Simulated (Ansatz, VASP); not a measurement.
Two plane-wave programs on BaTiO3

```
CELL_PARAMETERS angstrom
3.96744 0.00000 0.00000
0.00000 3.96744 0.00000
0.00000 0.00000 4.06465
ATOMIC_POSITIONS crystal
Ba 0.50000 0.50000 0.58213
Ti 0.00000 0.00000 0.09898
O 0.00000 0.50000 0.06403
O 0.50000 0.00000 0.06403
O 0.00000 0.00000 0.55083
```

Alike in both runs: task single point; functional r2SCAN; dispersion rVV10; k mesh 8 × 8 × 8; occupations fermi-dirac, width 0.03 eV; no spin polarisation.

|  | VASP | Ansatz |
| --- | --- | --- |
| version | VASP 6.6.1 | Ansatz 0.2.0 |
| potentials or method | VASP PAW PBE potentials, release 64 (Ba_sv, Ti_sv, O) | plane waves, PAW |
| plane-wave cutoff (eV) | 520 | 500 |
| valence electrons in the cell | 40 | 40 |

```csv
,VASP,Ansatz,Ansatz less VASP
gap on the k mesh at the Fermi level (eV),2.21,2.23,+0.021
pressure (GPa),2.2,0.0,-2.24
"traceless stress, the component that is largest in VASP (GPa)",0.11,0.02,-0.091
rms of the force components (eV/Å),0.055,0.001,-0.0541
```

VASP's potentials were made for PBE, not for r2SCAN. Atom by atom the forces differ by 0.054 eV/Å (rms over components).

Neither program's run includes spin-orbit coupling.
